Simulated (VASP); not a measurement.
# Cr (Im-3m) in VASP: further runs, part 2 of 2

VASP 6.6.1.

## (3) Single point, PBE, collinear spin, antiferromagnetic start (volume scaled by 1.12)

INCAR

```
SYSTEM = Cr
PREC = Accurate
ENCUT = 520
EDIFF = 1E-6
ISMEAR = -1
SIGMA = 0.05
LREAL = .FALSE.
LASPH = .TRUE.
NELM = 150
ALGO = Normal
ISIF = 2
LWAVE = .FALSE.
LCHARG = .FALSE.
ISPIN = 2
MAGMOM = 1.01 -1.01
LORBIT = 11
LMAXMIX = 4
GGA = PE
NBANDS = 23
```

KPOINTS

```
regular mesh
0
G
  18 18 18
  0 0 0
```

POSCAR

```
Cr
1.0
    2.9756066859      0.0000000000      0.0000000000
    0.0000000000      2.9756066859      0.0000000000
    0.0000000000      0.0000000000      2.9756066859
Cr
2
Direct
    0.0000000000      0.0000000000      0.0000000000
    0.5000000000      0.5000000000      0.5000000000
```

Potentials or basis: VASP PAW PBE potentials, release 64 (Cr_pv).

Launch:

```bash
$ cat potpaw_PBE.64/Cr_pv/POTCAR > POTCAR
$ mpirun -np 1 vasp_std > vasp.out
```

OUTCAR:

```text
SYSTEM = Cr
   PREC = Accurate
   ENCUT = 520
   EDIFF = 1E-6
   ISMEAR = -1
   LREAL = .FALSE.
   LASPH = .TRUE.
   NELM = 150
   ISIF = 2
   ISPIN = 2
   LORBIT = 11
   GGA = PE

 ion  position               nearest neighbor table
   1  0.000  0.000  0.000-   2 2.58   2 2.58   2 2.58   2 2.58   2 2.58   2 2.58   2 2.58   2 2.58

   2  0.500  0.500  0.500-   1 2.58   1 2.58   1 2.58   1 2.58   1 2.58   1 2.58   1 2.58   1 2.58

  LATTYP: Found a simple cubic cell.
 ALAT       =     2.9756066859

  Lattice vectors:

 A1 = (   2.9756066859,   0.0000000000,   0.0000000000)
 A2 = (   0.0000000000,   2.9756066859,   0.0000000000)
 A3 = (   0.0000000000,   0.0000000000,   2.9756066859)

Analysis of symmetry for initial positions (statically):
=====================================================================
 Subroutine PRICEL returns following result:

  LATTYP: Found a body centered cubic cell.
 ALAT       =     2.9756066859
[... 12 lines left out ...]
 Subroutine GETGRP returns: Found 48 space group operations
 (whereof 48 operations were pure point group operations)
 out of a pool of 48 trial point group operations.

The static configuration has the point symmetry O_h .

Analysis of symmetry for dynamics (positions and initial velocities):
=====================================================================
 Subroutine PRICEL returns following result:

  LATTYP: Found a body centered cubic cell.
 ALAT       =     2.9756066859
[... 12 lines left out ...]
 Subroutine GETGRP returns: Found 48 space group operations
 (whereof 48 operations were pure point group operations)
 out of a pool of 48 trial point group operations.

The dynamic configuration has the point symmetry O_h .

Analysis of structural, dynamic, and magnetic symmetry:
=====================================================================
 Subroutine PRICEL returns following result:

  LATTYP: Found a body centered cubic cell.
 ALAT       =     2.9756066859
[... 12 lines left out ...]
 Subroutine GETGRP returns: Found 48 space group operations
 (whereof 48 operations were pure point group operations)
 out of a pool of 48 trial point group operations.

[... 139 lines left out ...]

 Free energy of the ion-electron system (eV)
  ---------------------------------------------------
  ext. energy  EPLUGINS =         0.00000000
  ---------------------------------------------------
  free energy    TOTEN  =       -18.92491056 eV

  energy without entropy =      -18.92071091  energy(sigma->0) =      -18.92281073

 E-fermi :   9.2822     XC(G=0): -12.8782

 val. band max:        9.2633664769   @ k =   0.4444   0.1111   0.0556
 cond. band min:       9.3310054075   @ k =   0.3333   0.0000   0.0000
 fundamental gap:      0.0676389306
 Fermi energy:         9.2821635404

 spin component 1

 k-point     1 :       0.0000    0.0000    0.0000
  band No.  band energies     occupation
      1     -34.5313      1.00000
      2     -34.5313      1.00000
      3     -34.5313      1.00000
      4     -32.6285      1.00000
      5     -32.6285      1.00000
      6     -32.6285      1.00000
[... 613 lines left out ...]
     22      22.8494      0.00000
     23      25.5562      0.00000

 [... further k-points ...]

 spin component 2

 k-point     1 :       0.0000    0.0000    0.0000
  band No.  band energies     occupation
      1     -34.5313      1.00000
      2     -34.5313      1.00000
      3     -34.5313      1.00000
      4     -32.6285      1.00000
      5     -32.6285      1.00000
      6     -32.6285      1.00000
[... 613 lines left out ...]
     22      22.8494      0.00000
     23      25.5562      0.00000

 [... further k-points ...]
[... 5 lines left out ...]
  --------------------------------------------------------------------------------------
  -------------------------------------------------------------------------------------
  Total       -2.2502257     -2.2502257     -2.2502257     -0.0000000      0.0000000     -0.0000000
  in kB     -136.8390580   -136.8390580   -136.8390580     -0.0000000      0.0000000     -0.0000000
  external PRESSURE =    -136.8390580 kB  Pullay stress =       0.0000000 kB

 VOLUME and BASIS-vectors are now :
 -----------------------------------------------------------------------------
  energy-cutoff  :      520.00
  volume of cell :       26.35
      direct lattice vectors                 reciprocal lattice vectors
     2.975606686  0.000000000  0.000000000     0.336065921  0.000000000  0.000000000
     0.000000000  2.975606686  0.000000000     0.000000000  0.336065921  0.000000000
     0.000000000  0.000000000  2.975606686     0.000000000  0.000000000  0.336065921

 POSITION                                       TOTAL-FORCE (eV/Angst)
 -----------------------------------------------------------------------------------
      0.00000      0.00000      0.00000         0.000000      0.000000      0.000000
      1.48780      1.48780      1.48780        -0.000000     -0.000000     -0.000000
 -----------------------------------------------------------------------------------
    total drift:                                0.000000      0.000000     -0.000000

  FREE ENERGIE OF THE ION-ELECTRON SYSTEM (eV)
  ---------------------------------------------------
  free  energy   TOTEN  =       -18.9249105556 eV

  energy  without entropy=      -18.9207109104  energy(sigma->0) =      -18.92281073

 total charge

# of ion       s       p       d       tot
------------------------------------------
    1        0.394   6.327   4.092  10.812
    2        0.394   6.327   4.092  10.812
--------------------------------------------------
tot          0.788  12.653   8.183  21.624

 magnetization (x)

# of ion       s       p       d       tot
------------------------------------------
    1        0.024   0.017   1.812   1.854
    2       -0.024  -0.017  -1.812  -1.854
--------------------------------------------------
tot          0.000   0.000  -0.000  -0.000
```

It took 4.6 min on 1 thread of AMD EPYC 7R43 (Zen 3), shared host; peak memory 0.25 GiB.

Results:

| Property | Result |
| --- | --- |
| Free energy | -18.9249 eV |
| Pressure | -13.7 GPa |
| Band gap on the k mesh | zero (filled and empty bands overlap) |
| Net moment | 0.00 μB per cell |
| Site moments | Cr +1.85, -1.85 μB |
| Valence electrons inside the program's atomic spheres | Cr 10.81 |

Caveat: the cell differs from its parent crystal (volume scaled by 1.12).

## (4) Single point, PBE, collinear spin, ferromagnetic start

This run uses another cell than the first one: it holds 1 atom, not 2.

INCAR

```
SYSTEM = Cr
PREC = Accurate ; ENCUT = 520
EDIFF = 1E-6 ; ISMEAR = -1
SIGMA = 0.05 ; LREAL = .FALSE.
LASPH = .TRUE. ; NELM = 150
ALGO = Normal ; ISIF = 2
LWAVE = .FALSE. ; LCHARG = .FALSE.
ISPIN = 2 ; MAGMOM = 1.5
LORBIT = 11 ; LMAXMIX = 4
GGA = PE ; NBANDS = 16
```

KPOINTS

```
regular mesh
0
G
  15 15 15
  0 0 0
```

POSCAR

```
Cr
1.0
   -1.4240148648      1.4240148648      1.4240148648
    1.4240148648     -1.4240148648      1.4240148648
    1.4240148648      1.4240148648     -1.4240148648
Cr
1
Direct
    0.0000000000      0.0000000000      0.0000000000
```

Launch:

```bash
$ cat potpaw_PBE.64/Cr_pv/POTCAR > POTCAR
$ mpirun -np 1 vasp_std > vasp.out
```

Wall time 20 s (1 thread of Intel Xeon 6975P-C (Granite Rapids), shared host); peak memory 0.15 GiB.

The run converged. Its results:

```
Free energy                                           : -9.5138 eV
Pressure                                              : -0.6 GPa
Band gap on the k mesh                                : zero (filled and empty bands overlap)
Net moment                                            : 0.00 μB per cell
Valence electrons inside the program's atomic spheres : Cr 11.06
```

Levels at points of the mesh, in eV from the Fermi level:
Spin up:
```tsv
k point	band 3	band 4	band 5	band 6	band 7	band 8	band 9	band 10
(0.00, 0.00, 0.00)	-42.72	-7.87	-0.91	-0.91	-0.91	1.14	1.14	7.12
```
Spin down:
| k point | band 4 | band 5 | band 6 | band 7 | band 8 | band 9 |
| --- | --- | --- | --- | --- | --- | --- |
| (0.00, 0.00, 0.00) | -7.87 | -0.91 | -0.91 | -0.91 | 1.14 | 1.14 |

Caveat: the starting moments collapsed, and a magnetic state may lie lower.

## (5) Relaxation of cell and atoms, PBE, collinear spin, ferromagnetic start

This run uses another cell than the first one: it holds 1 atom, not 2.

INCAR

```
SYSTEM = Cr
PREC = Accurate
ENCUT = 600
EDIFF = 1E-6
ISMEAR = -1
SIGMA = 0.05
LREAL = .FALSE.
LASPH = .TRUE.
NELM = 150
ALGO = Normal
ISIF = 3
LWAVE = .FALSE.
LCHARG = .FALSE.
ISPIN = 2
MAGMOM = 1.5
LORBIT = 11
LMAXMIX = 4
GGA = PE
IBRION = 2
NSW = 80
EDIFFG = -0.01
```

KPOINTS is that of step 4.

POSCAR

```
Cr
1.0
   -1.4419500000      1.4419500000      1.4419500000
    1.4419500000     -1.4419500000      1.4419500000
    1.4419500000      1.4419500000     -1.4419500000
Cr
1
Direct
    0.0000000000      0.0000000000      0.0000000000
```

Launch:

```bash
$ cat potpaw_PBE.64/Cr_pv/POTCAR > POTCAR
$ mpirun -np 1 vasp_std > vasp.out
```

It took 43 s on 1 thread of Intel Xeon 6975P-C (Granite Rapids), shared host; peak memory 0.16 GiB.

Results (log left out):

```
Free energy                                           : -9.5140 eV
Relaxed volume                                        : 11.52 Å³/atom
Relaxed cell                                          : a = 2.464 Å, b = 2.464 Å, c = 2.464 Å, α = 109.47°, β = 109.47°, γ = 109.47°
Space group after relaxing (to 0.05 Å)                : Im-3m (No. 229)
Energy gained by relaxing                             : 14.3 meV/atom
Ionic steps                                           : 4
Pressure after relaxing                               : 0.0 GPa
Band gap on the k mesh                                : zero (filled and empty bands overlap)
Net moment                                            : 0.00 μB per cell
Valence electrons inside the program's atomic spheres : Cr 11.06
```

Step by step:
```
step  energy change (eV)  largest force (eV/Å)  pressure (GPa)  volume (Å³)
   1              0.0000                0.0000           -9.38        11.99
   2              0.0247                0.0000           18.62        10.81
   3             -0.0143                0.0000           -0.17        11.53
   4             -0.0143                0.0000            0.01        11.52
```

Final structure:
```xyz
1
Lattice="-1.4229 1.4229 1.4229 1.4229 -1.4229 1.4229 1.4229 1.4229 -1.4229" Properties=species:S:1:pos:R:3 pbc="T T T"
Cr    2.8457    0.0000    0.0000
```

Levels at points of the mesh, in eV from the Fermi level:
Spin up:
```
           k point  band 4  band 5  band 6  band 7  band 8  band 9
(0.00, 0.00, 0.00)   -7.87   -0.91   -0.91   -0.91    1.15    1.15
```
Spin down:
| k point | band 3 | band 4 | band 5 | band 6 | band 7 | band 8 | band 9 | band 10 |
| --- | --- | --- | --- | --- | --- | --- | --- | --- |
| (0.00, 0.00, 0.00) | -42.72 | -7.87 | -0.91 | -0.91 | -0.91 | 1.15 | 1.15 | 7.12 |

Caveat: the starting moments collapsed, and a magnetic state may lie lower.

## (6) Single point, PBE, collinear spin, ferromagnetic start (volume scaled by 0.88)

INCAR

```
PREC = Accurate ; ENCUT = 520
EDIFF = 1E-7 ; ISMEAR = -1
SIGMA = 0.05 ; LREAL = F
LASPH = T ; NELM = 150
ALGO = Normal ; ISIF = 2
LWAVE = F ; LCHARG = F
ISPIN = 2 ; MAGMOM = 1.5
LORBIT = 11 ; LMAXMIX = 4
GGA = PE ; NBANDS = 16
```

KPOINTS

```
regular mesh
0
Gamma
  25 25 25
```

POSCAR

```
Cr
1.0
   -1.3646106200      1.3646106200      1.3646106200
    1.3646106200     -1.3646106200      1.3646106200
    1.3646106200      1.3646106200     -1.3646106200
Cr
1
Direct
    0.0000000000      0.0000000000      0.0000000000
```

Potentials or basis: VASP PAW PBE potentials, release 64 (Cr_pv).

Launch:

```bash
$ cat potpaw_PBE.64/Cr_pv/POTCAR > POTCAR
$ mpirun -np 1 vasp_std > vasp.out
```

OUTCAR:

```text
PREC = Accurate
   ENCUT = 520
   EDIFF = 1E-7
   ISMEAR = -1
   LREAL = F
   LASPH = T
   NELM = 150
   ISIF = 2
   ISPIN = 2
   LORBIT = 11
   GGA = PE

 ion  position               nearest neighbor table
   1  0.000  0.000  0.000-

  LATTYP: Found a body centered cubic cell.
 ALAT       =     2.7292212400

  Lattice vectors:

 A1 = (  -1.3646106200,   1.3646106200,   1.3646106200)
 A2 = (   1.3646106200,  -1.3646106200,   1.3646106200)
 A3 = (   1.3646106200,   1.3646106200,  -1.3646106200)

Analysis of symmetry for initial positions (statically):
[... 1120 lines left out ...]
  Total        2.7116834      2.7116834      2.7116834     -0.0000000      0.0000000      0.0000000
  in kB      427.4283638    427.4283638    427.4283638     -0.0000000      0.0000000      0.0000000
  external PRESSURE =     427.4283638 kB  Pullay stress =       0.0000000 kB

 VOLUME and BASIS-vectors are now :
 -----------------------------------------------------------------------------
  energy-cutoff  :      520.00
  volume of cell :       10.16
      direct lattice vectors                 reciprocal lattice vectors
    -1.364610620  1.364610620  1.364610620     0.000000000  0.366404887  0.366404887
     1.364610620 -1.364610620  1.364610620     0.366404887  0.000000000  0.366404887
     1.364610620  1.364610620 -1.364610620     0.366404887  0.366404887  0.000000000

 POSITION                                       TOTAL-FORCE (eV/Angst)
 -----------------------------------------------------------------------------------
      0.00000      0.00000      0.00000         0.000000     -0.000000     -0.000000
 -----------------------------------------------------------------------------------
    total drift:                                0.000000      0.000000      0.000000

  FREE ENERGIE OF THE ION-ELECTRON SYSTEM (eV)
  ---------------------------------------------------
  free  energy   TOTEN  =        -9.3544835043 eV

  energy  without entropy=       -9.3486137778  energy(sigma->0) =       -9.35154864

 total charge

# of ion       s       p       d       tot
------------------------------------------
    1        0.491   6.494   4.388  11.374

 magnetization (x)

# of ion       s       p       d       tot
------------------------------------------
    1       -0.000   0.000  -0.000  -0.000
```

OSZICAR:

```text
N       E                     dE             d eps       ncg     rms          rms(c)
DAV:   1     0.764009139055E+02    0.76401E+02   -0.60521E+03 30184   0.875E+02
DAV:   2    -0.900899708578E+01   -0.85410E+02   -0.81045E+02 31632   0.248E+02
DAV:   3    -0.103902467258E+02   -0.13812E+01   -0.13791E+01 32992   0.343E+01
DAV:   4    -0.103940672705E+02   -0.38205E-02   -0.38205E-02 33896   0.180E+00
DAV:   5    -0.103940887311E+02   -0.21461E-04   -0.21459E-04 33328   0.120E-01    0.169E+01
DAV:   6    -0.936303622217E+01    0.10311E+01   -0.15337E+00 30112   0.236E+01    0.289E+00
DAV:   7    -0.936133500880E+01    0.17012E-02   -0.45340E-02 31352   0.194E+00    0.168E+00
DAV:   8    -0.935829251286E+01    0.30425E-02   -0.45187E-03 31568   0.622E-01    0.763E-01
DAV:   9    -0.935439458946E+01    0.38979E-02   -0.10598E-03 33136   0.382E-01    0.205E-01
DAV:  10    -0.935448221193E+01   -0.87622E-04   -0.25876E-04 32112   0.123E-01    0.563E-02
DAV:  11    -0.935448927963E+01   -0.70677E-05   -0.55996E-06 33816   0.259E-02    0.218E-02
DAV:  12    -0.935448526997E+01    0.40097E-05   -0.11139E-06 31128   0.718E-03    0.794E-03
DAV:  13    -0.935448349084E+01    0.17791E-05   -0.19933E-07 27344   0.350E-03    0.112E-03
DAV:  14    -0.935448350431E+01   -0.13478E-07   -0.22286E-08 15856   0.144E-03
   1 F= -.93544835E+01 E0= -.93515486E+01  d E =-.586973E-02  mag=     0.0000
```

It took 64 s on 1 thread of Intel Xeon 6975P-C (Granite Rapids), shared host; peak memory 0.21 GiB.

Results:

```
Free energy                                           : -9.3545 eV
Pressure                                              : 42.7 GPa
Band gap on the k mesh                                : zero (filled and empty bands overlap)
Net moment                                            : 0.00 μB per cell
Valence electrons inside the program's atomic spheres : Cr 11.37
```

Caveat: the cell differs from its parent crystal (volume scaled by 0.88); the starting moments collapsed, and a magnetic state may lie lower.
